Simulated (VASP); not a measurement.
Here is a VASP 6.6.1 calculation.

Contents of INCAR:

```
ALGO = Normal
EDIFF = 1E-6
ENCUT = 520
GGA = CA
ISIF = 2
ISMEAR = 0
LASPH = True
LCHARG = True
LELF = True
LREAL = False
LVHAR = True
LWAVE = False
NBANDS = 12
NELM = 80
PREC = Accurate
SIGMA = 0.05
```

The input KPOINTS:

```
k-points
0
Gamma
  10 10 10
```

Contents of POSCAR:

```
LiF
1.0
    0.0000000000      1.9938600000      2.0140000000
    2.0140000000      0.0000000000      2.0140000000
    2.0140000000      1.9938600000      0.0000000000
Li F
1 1
Direct
    0.0000000000      0.0000000000      0.0000000000
    0.5000000000      0.5000000000      0.5000000000
```

Potentials or basis: VASP PAW LDA potentials, release 64 (Li_sv, F).

Run with:

```console
$ cat potpaw_LDA.64/Li_sv/POTCAR potpaw_LDA.64/F/POTCAR > POTCAR
$ mpirun -np 1 vasp_std > vasp.out
```

(1) What does it give for the band gap on the k mesh?

## Answers

(1) 8.92 eV, direct.

Caveat: the cell differs from its parent crystal (strain -0.0100 x Voigt [0, 1, 0, 0, 0, 0]).
